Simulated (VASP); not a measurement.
A run of VASP 6.6.1 is set up as follows.

INCAR

```
SYSTEM = Ti
  PREC = Accurate
  ENCUT = 520
  EDIFF = 1E-6
  ISMEAR = 1
  SIGMA = 0.1
  LREAL = .FALSE.
  LASPH = .TRUE.
  NELM = 80
  ALGO = Normal
  ISIF = 2
  LWAVE = .FALSE.
  LCHARG = .FALSE.
  GGA = PS
  NBANDS = 12
```

Contents of KPOINTS:

```
Automatic mesh
0
G
  12 12 12
  0 0 0
```

The input POSCAR:

```
Ti
1.0
   -1.6836423171      1.6836423171      1.6836423171
    1.6836423171     -1.6836423171      1.6836423171
    1.6836423171      1.6836423171     -1.6836423171
Ti
1
Direct
    0.0000000000      0.0000000000      0.0000000000
```

Potentials or basis: VASP PAW PBE potentials, release 64 (Ti_sv).

The run is started by

```sh
$ cat potpaw_PBE.64/Ti_sv/POTCAR > POTCAR
$ mpirun -np 1 vasp_std > vasp.out
```

Task: Estimate the band gap on the k mesh.

Result: Zero (band 6 reaches 7.91 eV, above the bottom of band 7 at 6.44 eV).

Task: Estimate the pressure.

Result: -12.9 GPa.

Caveat: the PAW data sets were made with another functional, which shifts forces and pressure a little.
